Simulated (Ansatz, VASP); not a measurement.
One calculation of MgS, two programs

File INCAR:

```
ALGO = Normal
EDIFF = 1E-8
ENCUT = 520
ISIF = 2
ISMEAR = -1
LASPH = True
LCHARG = False
LEFG = True
LREAL = False
LWAVE = False
NBANDS = 11
NELM = 80
PREC = Accurate
SIGMA = 0.01
```

Contents of KPOINTS:

```
k-points
0
Gamma
  8 8 8
```

The input POSCAR:

```
MgS
1.0
    0.0000000000      2.6016500000      2.5496170000
    2.6016500000      0.0000000000      2.5496170000
    2.6016500000      2.6016500000      0.0000000000
Mg S
1 1
Direct
    0.0000000000      0.0000000000      0.0000000000
    0.5000000000      0.5000000000      0.5000000000
```

Input for Ansatz:

```yaml
crystal:
  lattice:
    - [0.0, 2.60165, 2.549617]
    - [2.60165, 0.0, 2.549617]
    - [2.60165, 2.60165, 0.0]
  atoms:
    - { symbol: Mg, position: [0.0, 0.0, 0.0] }
    - { symbol: S, position: [0.5, 0.5, 0.5] }
kpoints:
  mp_grid: { grid: [8, 8, 8] }
scf:
  occupations: { method: fermi_dirac, width: 0.01 }
hamiltonian:
  xc: lda
  pseudopotentials: { kind: all_electron, datasets: crystal }
output:
  forces: true
  stress: true
  eigenvalues: true
  efg: { contact_densities: true }
```

Change from the starting cell: zz strain of -2 %, crystal datasets.

Alike in both runs: task electric field gradients; functional LDA; k mesh 8 × 8 × 8; occupations fermi-dirac, width 0.01 eV; no spin polarisation.

|  | VASP | Ansatz |
| --- | --- | --- |
| version | VASP 6.6.1 | Ansatz 0.2.0 |
| potentials or method | VASP PAW LDA potentials, release 64 (Mg, S), cutoff 520 eV | all-electron PAW with datasets made for the crystal, scalar-relativistic |

```tsv
	VASP	Ansatz	Ansatz less VASP
gap on the k mesh at the Fermi level (eV)	2.50	2.51	+0.003
pressure (GPa)	-2.3	-1.7	+0.60
traceless stress, the component that is largest in VASP (GPa)	1.48	1.49	+0.003
size of Vzz on the site where it differs most (V/Å²)	1.8	1.5	-0.34
```

LDA's correlation is that of Perdew and Zunger in VASP and of Perdew and Wang (1992) in Ansatz. Ansatz ran all-electron here, and VASP with PAW potentials.
